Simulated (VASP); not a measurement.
Wanted: the native input for a VASP 6.6.1 run.

```
Task                   : single point
Functional             : PBE
Potentials or basis    : VASP PAW PBE potentials, release 64 (Zn, Sn_d, O)
Cutoff                 : 520 eV
k mesh                 : 12 × 12 × 4
Occupations            : gaussian, width 0.1 eV
Spin                   : no spin polarisation
Dipole correction      : no
Further INCAR settings : ALGO = Normal; EDIFF = 1e-07; NBANDS = 43
```

The structure of Zn3SnO3 lies in POSCAR:

```
Zn3SnO3
1.0
    3.3702094591      0.0000000000      0.0000000000
   -1.6851047296      2.9186870077      0.0000000000
    0.0000000000      0.0000000000     11.0723627386
Zn Sn O
3 1 3
Direct
    0.6666666667      0.3333333333      0.7870046989
    0.3333333333      0.6666666667      0.0000000000
    0.6666666667      0.3333333333      0.2129953011
    0.0000000000      0.0000000000      0.5000000000
    0.3333333333      0.6666666667      0.7857161696
    0.6666666667      0.3333333333      0.0000000000
    0.3333333333      0.6666666667      0.2142838304
```

These files were run (other wordings do the same):

INCAR

```
  ALGO = Normal
  EDIFF = 1E-7
  ENCUT = 520
  GGA = PE
  ISIF = 2
  ISMEAR = 0
  LASPH = True
  LCHARG = False
  LREAL = False
  LWAVE = False
  NBANDS = 43
  NELM = 60
  PREC = Accurate
  SIGMA = 0.1
```

KPOINTS

```
k-points
0
Gamma
  12 12 4
```

Potentials or basis: VASP PAW PBE potentials, release 64 (Zn, Sn_d, O).

The run is started by

```console
$ cat potpaw_PBE.64/Zn/POTCAR potpaw_PBE.64/Sn_d/POTCAR potpaw_PBE.64/O/POTCAR > POTCAR
$ mpirun -np 1 vasp_std > vasp.out
```

It gave:

- Pressure: 0.6 GPa
- Largest force: 0.018 eV/Å
- Band gap on the k mesh: zero (bands 34 and 35 overlap by 1.18 eV)

Caveat: spin-orbit coupling is left out, which moves the levels of the heavy elements.

It took 3 min on 1 thread of AMD EPYC 9R45 96-Core Processor (Zen 5) (shared host), peak memory 0.37 GiB.
